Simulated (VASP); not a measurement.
Write the native input for VASP 6.6.1 that does the following.

- Task: relaxation of cell and atoms
- Functional: PBEsol
- Potentials or basis: VASP PAW PBE potentials, release 64 (Sr_sv, Ti_sv, O)
- Cutoff: 600 eV
- k mesh: 8 × 8 × 8
- Occupations: gaussian, width 0.02 eV
- Spin: no spin polarisation
- Dipole correction: no
- Further INCAR settings: ALGO = Normal; EDIFF = 1e-07; IBRION = 2; EDIFFG = -0.002; NSW = 100; ISIF = 3

The structure of SrTiO3 (pbesol) lies in POSCAR:

```
SrTiO3
1.0
    3.9052800000      0.0000000000      0.0000000000
    0.0000000000      3.9052800000      0.0000000000
    0.0000000000      0.0000000000      3.9052800000
Sr Ti O
1 1 3
Direct
    0.5000000000      0.5000000000      0.5000000000
    0.0000000000      0.0000000000      0.0000000000
    0.5000000000      0.0000000000      0.0000000000
    0.0000000000      0.5000000000      0.0000000000
    0.0000000000      0.0000000000      0.5000000000
```

The input as run:

INCAR

```
ALGO = Normal ; EDIFF = 1E-7
EDIFFG = -0.002 ; ENCUT = 600
GGA = PS ; IBRION = 2
ISIF = 3 ; ISMEAR = 0
LASPH = T ; LCHARG = F
LREAL = F ; LWAVE = F
NELM = 100 ; NSW = 100
PREC = Accurate ; SIGMA = 0.02
```

KPOINTS

```
k-points
0
Gamma
  8 8 8
```

Potentials or basis: VASP PAW PBE potentials, release 64 (Sr_sv, Ti_sv, O).

Launch:

```bash
$ cat potpaw_PBE.64/Sr_sv/POTCAR potpaw_PBE.64/Ti_sv/POTCAR potpaw_PBE.64/O/POTCAR > POTCAR
$ mpirun -np 1 vasp_std > vasp.out
```

Results of the run:

The relaxed volume is 11.82 Å³/atom. The relaxed cell is a = 3.895 Å, b = 3.895 Å, c = 3.895 Å, α = 90.00°, β = 90.00°, γ = 90.00°. The space group after relaxing (to 0.05 Å) is Pm-3m (No. 221), the energy gained by relaxing is 0.5 meV/atom and the ionic steps are 3. The pressure after relaxing is 0.0 GPa and the band gap on the k mesh is 1.82 eV, indirect (least direct gap 2.17 eV).

Caveat: the PAW data sets were made with another functional, which shifts forces and pressure a little.

Run time: 98 s on 1 thread of AMD EPYC 9R45 96-Core Processor (Zen 5), on a shared host, peak memory 0.2 GiB.
